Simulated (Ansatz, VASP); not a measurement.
# SiO2: VASP beside Ansatz

```xyz
6
Lattice="4.2676 0.0000 0.0000 0.0000 4.2676 0.0000 0.0000 0.0000 2.8512" Properties=species:S:1:pos:R:3 pbc="T T T"
Si    2.1338    2.1338    1.4256
Si    0.0000    0.0000    0.0000
O     2.9575    2.9575    0.0000
O     0.8237    3.4439    1.4256
O     1.3101    1.3101    0.0000
O     3.4439    0.8237    1.4256
```

Alike in both runs: task single point; functional PBE; k mesh 6 × 6 × 8; occupations gaussian, width 0.05 eV; no spin polarisation.

|  | VASP | Ansatz |
| --- | --- | --- |
| version | VASP 6.6.1 | Ansatz 0.2.0 |
| potentials or method | VASP PAW PBE potentials, release 64 (Si, O), cutoff 520 eV | scalar-relativistic, plane waves, PAW |
| valence electrons in the cell | 32 | 32 |

VASP gave:

```
gap on the k mesh at the Fermi level (eV)                     : 3.61
least direct gap on the mesh (eV)                             : 3.61
pressure (GPa)                                                : -20.2
traceless stress, the component that is largest in VASP (GPa) : -14.40
rms of the force components (eV/Å)                            : 0.008
```

Problem. What did Ansatz give for the same quantities?

Solution. gap on the k mesh at the Fermi level (eV): 3.63; least direct gap on the mesh (eV): 3.63; pressure (GPa): -20.4; traceless stress, the component that is largest in VASP (GPa): -14.70; rms of the force components (eV/Å): 0.004.

Atom by atom the forces differ by 0.004 eV/Å (rms over components).
